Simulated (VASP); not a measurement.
# WF3 in VASP: notebook

Runs on WF3. Level: PBE. Tasks: single point.

Everything below comes from runs of VASP 6.6.1. Logs are shortened: lines on timing, memory, paths and dates and some standing lists are left out, and cuts for length are marked.

## 1. The cell of the first run

Symmetry: P4/mmm, No. 123, tetragonal system. The conventional cell has a = 4.254 Å, b = 4.254 Å, c = 2.507 Å, α = 90.00°, β = 90.00°, γ = 90.00°. W (site symmetry 4/mmm) has 16 F at 2.47 to 3.26 Å and 2 W at 2.51 Å within 3.3 Å. Within 2.8 Å of F (site symmetry mmm) lie 4 F at 2.13 to 2.51 Å and 4 W at 2.47 Å. Within 2.8 Å of F (site symmetry 4/mmm) lie 6 F at 2.13 to 2.51 Å.

The cell was generated, and may not be a known phase.

## 2. Single point, PBE

The input, INCAR:

```
ALGO = Normal
EDIFF = 1E-6
ENCUT = 600
GGA = PE
GGA_COMPAT = False
ISIF = 2
ISMEAR = 0
LASPH = True
LCHARG = True
LELF = True
LREAL = False
LVHAR = True
LWAVE = False
NBANDS = 26
NELM = 120
PREC = Accurate
SIGMA = 0.2
```

The input, KPOINTS:

```
k-points
0
Gamma
  5 5 5
```

The input, POSCAR:

```
WF3
1.0
    4.2540820549      0.0000000000      0.0000000000
    0.0000000000      4.2540820549      0.0000000000
    0.0000000000      0.0000000000      2.5069773964
W F
1 3
Direct
    0.5000000000      0.5000000000      0.5000000000
    0.0000000000      0.5000000000      0.0000000000
    0.5000000000      0.0000000000      0.0000000000
    0.0000000000      0.0000000000      0.0000000000
```

Potentials or basis: VASP PAW PBE potentials, release 64 (W_sv, F).

Launch:

```
cat potpaw_PBE.64/W_sv/POTCAR potpaw_PBE.64/F/POTCAR > POTCAR
mpirun -np 1 vasp_std > vasp.out
```

OUTCAR:

```text
EDIFF = 1E-6
   ENCUT = 600
   GGA = PE
   ISIF = 2
   ISMEAR = 0
   LASPH = True
   LREAL = False
   NELM = 120
   PREC = Accurate

 ion  position               nearest neighbor table
   1  0.500  0.500  0.500-   2 2.47   3 2.47   2 2.47   3 2.47   3 2.47   3 2.47   2 2.47   2 2.47

   2  0.000  0.500  0.000-   1 2.47   1 2.47   1 2.47   1 2.47
   3  0.500  0.000  0.000-   1 2.47   1 2.47   1 2.47   1 2.47
   4  0.000  0.000  0.000-

  LATTYP: Found a simple tetragonal cell.
 ALAT       =     4.2540820549
 C/A-ratio  =     0.5893110109

  Lattice vectors:

 A1 = (   4.2540820549,   0.0000000000,   0.0000000000)
 A2 = (   0.0000000000,   4.2540820549,   0.0000000000)
 A3 = (   0.0000000000,   0.0000000000,   2.5069773964)

Analysis of symmetry for initial positions (statically):
=====================================================================
 Subroutine PRICEL returns:
 Original cell was already a primitive cell.

 Routine SETGRP: Setting up the symmetry group for a
 simple tetragonal supercell.

 Subroutine GETGRP returns: Found 16 space group operations
 (whereof 16 operations were pure point group operations)
 out of a pool of 16 trial point group operations.

The static configuration has the point symmetry D_4h.

Analysis of symmetry for dynamics (positions and initial velocities):
=====================================================================
 Subroutine PRICEL returns:
 Original cell was already a primitive cell.

 Routine SETGRP: Setting up the symmetry group for a
 simple tetragonal supercell.

 Subroutine GETGRP returns: Found 16 space group operations
 (whereof 16 operations were pure point group operations)
 out of a pool of 16 trial point group operations.

The dynamic configuration has the point symmetry D_4h.

 Subroutine INISYM returns: Found 16 space group operations
 (whereof 16 operations are pure point group operations),
 and found     1 'primitive' translations

----------------------------------------------------------------------------------------

                                     Primitive cell

  volume of cell :      45.3693

  direct lattice vectors                    reciprocal lattice vectors
     4.254082055  0.000000000  0.000000000     0.235068338  0.000000000  0.000000000
     0.000000000  4.254082055  0.000000000     0.000000000  0.235068338  0.000000000
     0.000000000  0.000000000  2.506977396     0.000000000  0.000000000  0.398886724

  length of vectors
     4.254082055  4.254082055  2.506977396     0.235068338  0.235068338  0.398886724

  position of ions in fractional coordinates (direct lattice)
     0.500000000  0.500000000  0.500000000
     0.000000000  0.500000000  0.000000000
     0.500000000  0.000000000  0.000000000
     0.000000000  0.000000000  0.000000000

  ion indices of the primitive-cell ions
   primitive index   ion index
                 1           1
                 2           2
                 3           3
                 4           4

----------------------------------------------------------------------------------------

 KPOINTS: k-points

Automatic generation of k-mesh.
 Grid dimensions read from file:
 generate k-points for:    5    5    5

 Generating k-lattice:

  Cartesian coordinates                     Fractional coordinates (reciprocal lattice)
     0.047013668  0.000000000  0.000000000     0.200000000  0.000000000  0.000000000
     0.000000000  0.047013668  0.000000000     0.000000000  0.200000000  0.000000000
     0.000000000  0.000000000  0.079777345     0.000000000  0.000000000  0.200000000

  Length of vectors
     0.047013668  0.047013668  0.079777345

  Shift w.r.t. Gamma in fractional coordinates (k-lattice)
     0.000000000  0.000000000  0.000000000

 Subroutine IBZKPT returns following result:
 ===========================================

 Found     18 irreducible k-points:

 Following reciprocal coordinates:
            Coordinates               Weight
  0.000000  0.000000  0.000000      1.000000
  0.200000  0.000000  0.000000      4.000000
  0.400000  0.000000  0.000000      4.000000
  0.200000  0.200000  0.000000      4.000000
  0.400000  0.200000  0.000000      8.000000
  0.400000  0.400000  0.000000      4.000000
[... 10 lines left out ...]
  0.400000  0.200000  0.400000     16.000000
  0.400000  0.400000  0.400000      8.000000
   k-points           NKPTS =     18   k-points in BZ     NKDIM =     18   number of bands    NBANDS=     26
   number of dos      NEDOS =    301   number of ions     NIONS =      4
   total plane-waves  NPLWV =  25920
   dimension x,y,z NGX =    36 NGY =   36 NGZ =   20
   dimension x,y,z NGXF=    72 NGYF=   72 NGZF=   40
   ions per type =               1   3
   NGX,Y,Z   is equivalent  to a cutoff of  14.07, 14.07, 13.26 a.u.
   NGXF,Y,Z  is equivalent  to a cutoff of  28.14, 28.14, 26.53 a.u.
 SYSTEM =  unknown system
   PREC   = accura    normal or accurate (medium, high low for compatibility)
   ISTART =      0    job   : 0-new  1-cont  2-samecut
   ICHARG =      2    charge: 1-file 2-atom 10-const
   ISPIN  =      1    spin polarized calculation?
   LNONCOLLINEAR =      F non collinear calculations
   LSORBIT =      F    spin-orbit coupling
   LASPH  =      T    aspherical Exc in radial PAW
   ENCUT  =  600.0 eV  44.10 Ry    6.64 a.u.   8.50  8.50  5.01*2*pi/ulx,y,z
   NELM   =    120;   NELMIN=  2; NELMDL= -5     # of ELM steps
   EDIFF  = 0.1E-05   stopping-criterion for ELM
   LREAL  =      F    real-space projection
   EDIFFG = 0.1E-04   stopping-criterion for IOM
   NSW    =      0    number of steps for IOM
   IBRION =     -1    ionic relax: 0-MD 1-quasi-New 2-CG
   NFREE  =      0    steps in history (QN), initial steepest desc. (CG)
   ISIF   =      2    stress and relaxation
   ISYM   =      2    0-nonsym 1-usesym 2-fastsym
   POTIM  = 0.5000    time-step for ionic-motion
   TEBEG  =    0.0;   TEEND  =   0.0 temperature during run
   PSTRESS=    0.0 pullay stress
   NELECT =      35.0000    total number of electrons
   NUPDOWN=      -1.0000    fix difference up-down
   EMIN   =  10.00;   EMAX   =-10.00  energy-range for DOS
   EFERMI =   0.00;   METHOD = LEGACY
   ISMEAR =     0;   SIGMA  =   0.20  broadening in eV -4-tet -1-fermi 0-gaus
   EFERMI_NEDOS =   21; number of points for ismear=-14 and -15
   IALGO  =     38    algorithm
   IMIX   =      4    mixing-type and parameters
     AMIX     =   0.40;   BMIX     =  1.00
     AMIX_MAG =   1.60;   BMIX_MAG =  1.00
  volume/ion in A,a.u.               =      11.34        76.54
  Fermi-wavevector in a.u.,A,eV,Ry     =   1.501447  2.837324 30.672217  2.254344
  Thomas-Fermi vector in A             =   2.612817
   LORBIT       =      0    0 simple, 1 ext, 2 COOP (PROOUT), +10 PAW based schemes
   GGA     = PE    functional components
   LHFCALC =     F    Hartree Fock is set to
   AEXX    =    0.0000 exact exchange contribution
   IVDW    =     0    specifies the selected vdW correction
   LEPSILON=     F    determine dielectric tensor
   LRPA    =     F    only Hartree local field effects (RPA)
 non-spin polarized calculation
 Gauss-broadening in eV      SIGMA  =   0.20
  energy-cutoff  :      600.00
  volume of cell :       45.37
 maximum number of plane-waves:      1527
 NGX is ok and might be reduce to    36
   NGX = 17   NGY = 17   NGZ = 11

 number of electron      35.0000016 magnetization

 Free energy of the ion-electron system (eV)
  ---------------------------------------------------
  ext. energy  EPLUGINS =         0.00000000
  ---------------------------------------------------
  free energy    TOTEN  =       -18.67981917 eV

  energy without entropy =      -18.55649013  energy(sigma->0) =      -18.61815465

 E-fermi :   4.4764     XC(G=0): -11.4150

 val. band max:        4.4714087882   @ k =   0.4000   0.0000   0.2000
 cond. band min:       4.4789360857   @ k =   0.2000   0.0000   0.4000
 fundamental gap:      0.0075272975
 Fermi energy:         4.4763979497

 k-point     1 :       0.0000    0.0000    0.0000
  band No.  band energies     occupation
      1     -71.1910      2.00000
      2     -35.4246      2.00000
      3     -35.4246      2.00000
      4     -34.1517      2.00000
      5     -19.8908      2.00000
      6     -19.3516      2.00000
[... 18 lines left out ...]
     25      18.5772      0.00000
     26      21.2537      0.00000

 k-point     2 :       0.2000    0.0000    0.0000
  band No.  band energies     occupation
      1     -71.1909      2.00000
      2     -35.4299      2.00000
      3     -35.4244      2.00000
      4     -34.1515      2.00000
      5     -19.8053      2.00000
      6     -19.3620      2.00000
[... 18 lines left out ...]
     25      19.0142      0.00000
     26      21.4576      0.00000

 k-point     3 :       0.4000    0.0000    0.0000
  band No.  band energies     occupation
      1     -71.1909      2.00000
      2     -35.4385      2.00000
      3     -35.4242      2.00000
      4     -34.1513      2.00000
      5     -19.6099      2.00000
      6     -19.4343      2.00000
[... 18 lines left out ...]
     25      19.1054      0.00000
     26      21.2454      0.00000

 k-point     4 :       0.2000    0.2000    0.0000
  band No.  band energies     occupation
      1     -71.1909      2.00000
      2     -35.4298      2.00000
      3     -35.4297      2.00000
      4     -34.1514      2.00000
      5     -19.7263      2.00000
      6     -19.3615      2.00000
[... 18 lines left out ...]
     25      18.9280      0.00000
     26      21.0028      0.00000
[... 322 lines left out ...]
      1     -71.0448      2.00000
      2     -35.8051      2.00000
      3     -35.2325      2.00000
      4     -35.2325      2.00000
      5     -19.1775      2.00000
      6     -18.9025      2.00000
[... 18 lines left out ...]
     25      18.0031      0.00000
     26      19.9339      0.00000

 k-point    17 :       0.4000    0.2000    0.4000
  band No.  band energies     occupation
      1     -71.0448      2.00000
      2     -35.8034      2.00000
      3     -35.2364      2.00000
      4     -35.2323      2.00000
      5     -19.1004      2.00000
      6     -18.9626      2.00000
[... 18 lines left out ...]
     25      18.1103      0.00000
     26      20.1736      0.00000

 k-point    18 :       0.4000    0.4000    0.4000
  band No.  band energies     occupation
      1     -71.0447      2.00000
      2     -35.8017      2.00000
      3     -35.2362      2.00000
      4     -35.2362      2.00000
      5     -19.0397      2.00000
      6     -18.9981      2.00000
[... 18 lines left out ...]
     25      18.3754      0.00000
     26      19.8153      0.00000

------------------------ aborting loop because EDIFF is reached ----------------------------------------

  FORCE on cell =-STRESS in cart. coord.  units (eV):
  Direction    XX          YY          ZZ          XY          YZ          ZX
  --------------------------------------------------------------------------------------
  -------------------------------------------------------------------------------------
  Total        0.0876287      0.0876287      0.1676632      0.0000000      0.0000000      0.0000000
  in kB        3.0945311      3.0945311      5.9208796      0.0000000      0.0000000      0.0000000
  external PRESSURE =       4.0366473 kB  Pullay stress =       0.0000000 kB

 VOLUME and BASIS-vectors are now :
 -----------------------------------------------------------------------------
  energy-cutoff  :      600.00
  volume of cell :       45.37
      direct lattice vectors                 reciprocal lattice vectors
     4.254082055  0.000000000  0.000000000     0.235068338  0.000000000  0.000000000
     0.000000000  4.254082055  0.000000000     0.000000000  0.235068338  0.000000000
     0.000000000  0.000000000  2.506977396     0.000000000  0.000000000  0.398886724

 POSITION                                       TOTAL-FORCE (eV/Angst)
 -----------------------------------------------------------------------------------
      2.12704      2.12704      1.25349         0.000000      0.000000      0.000000
      0.00000      2.12704      0.00000         0.000000      0.000000      0.000000
      2.12704      0.00000      0.00000         0.000000      0.000000      0.000000
      0.00000      0.00000      0.00000         0.000000      0.000000      0.000000
 -----------------------------------------------------------------------------------
    total drift:                                0.000000      0.000000     -0.000000

  FREE ENERGIE OF THE ION-ELECTRON SYSTEM (eV)
  ---------------------------------------------------
  free  energy   TOTEN  =       -18.6798191711 eV

  energy  without entropy=      -18.5564901301  energy(sigma->0) =      -18.61815465
```

It took 68 s on 1 thread of Intel Xeon 8259CL, shared host; peak memory 0.18 GiB.

Results:

```yaml
Free_energy: -18.6798 eV
Pressure: 0.4 GPa
Band_gap_on_the_k_mesh: zero (an odd number of electrons rules out a gap without spin polarisation)
```

Stress tensor (GPa, compression positive):
```
0.31 0.00 0.00
0.00 0.31 0.00
0.00 0.00 0.59
```

Levels at points of the mesh, in eV from the Fermi level:
```tsv
k point	band 15	band 16	band 17	band 18	band 19	band 20	band 21	band 22
(0.00, 0.00, 0.00)	-1.06	-0.14	-0.12	-0.08	-0.08	0.40	2.60	2.60
```

Caveat: the k points lie up to 0.50 Å⁻¹ apart, too coarse for converged energies and pressures of a metal; spin-orbit coupling is left out, which moves the levels of the heavy elements; an odd number of electrons without spin polarisation forces a metal; a magnetic or distorted state may lie lower.

## 3. Single point, PBE

This run uses another cell than the first one, of 11.56 Å³/atom.

The input, INCAR:

```
SYSTEM = WF3
  ALGO = Normal
  EDIFF = 1E-6
  ENCUT = 600
  GGA = PE
  GGA_COMPAT = .FALSE.
  ISIF = 2
  ISMEAR = 0
  LASPH = .TRUE.
  LCHARG = .TRUE.
  LELF = .TRUE.
  LREAL = .FALSE.
  LVHAR = .TRUE.
  LWAVE = .FALSE.
  NBANDS = 26
  NELM = 120
  PREC = Accurate
  SIGMA = 0.2
```

The input, KPOINTS:

```
k-points
0
G
  5 5 7
  0 0 0
```

The input, POSCAR:

```
WF3
1.0
    3.9108037396      0.0000000000      0.0000000000
    0.0000000000      3.9108037396      0.0000000000
    0.0000000000      0.0000000000      3.0220913497
W F
1 3
Direct
    0.0000000000      0.0000000000      1.1490679137
    0.0000000000      0.5000000000      0.1490381988
    0.5000000000      0.0000000000      0.1490381988
    0.5000000000      0.5000000000      0.6491574687
```

Potentials or basis: VASP PAW PBE potentials, release 64 (W_sv, F).

Launch:

```
cat potpaw_PBE.64/W_sv/POTCAR potpaw_PBE.64/F/POTCAR > POTCAR
mpirun -np 1 vasp_std > vasp.out
```

It took 41 s on 1 thread of Intel Xeon 8259CL, shared host; peak memory 0.18 GiB.

The run converged. Its results:

| Quantity | Value |
| --- | --- |
| Free energy | -23.1127 eV |
| Pressure | 1.6 GPa |
| Band gap on the k mesh | zero (an odd number of electrons rules out a gap without spin polarisation) |

Stress tensor (GPa, compression positive):
```
 2.43  0.00  0.00
 0.00  2.43  0.00
 0.00  0.00 -0.03
```

Levels at points of the mesh, in eV from the Fermi level:
| k point | band 13 | band 14 | band 15 | band 16 | band 17 | band 18 | band 19 | band 20 | band 21 | band 22 |
| --- | --- | --- | --- | --- | --- | --- | --- | --- | --- | --- |
| (0.00, 0.00, 0.00) | -6.02 | -3.70 | -1.14 | -1.14 | -1.10 | -0.60 | 0.50 | 0.50 | 2.00 | 3.74 |

Caveat: spin-orbit coupling is left out, which moves the levels of the heavy elements; an odd number of electrons without spin polarisation forces a metal; a magnetic or distorted state may lie lower.

The gap in the log of VASP goes by the Fermi energy; the results here count the filled bands.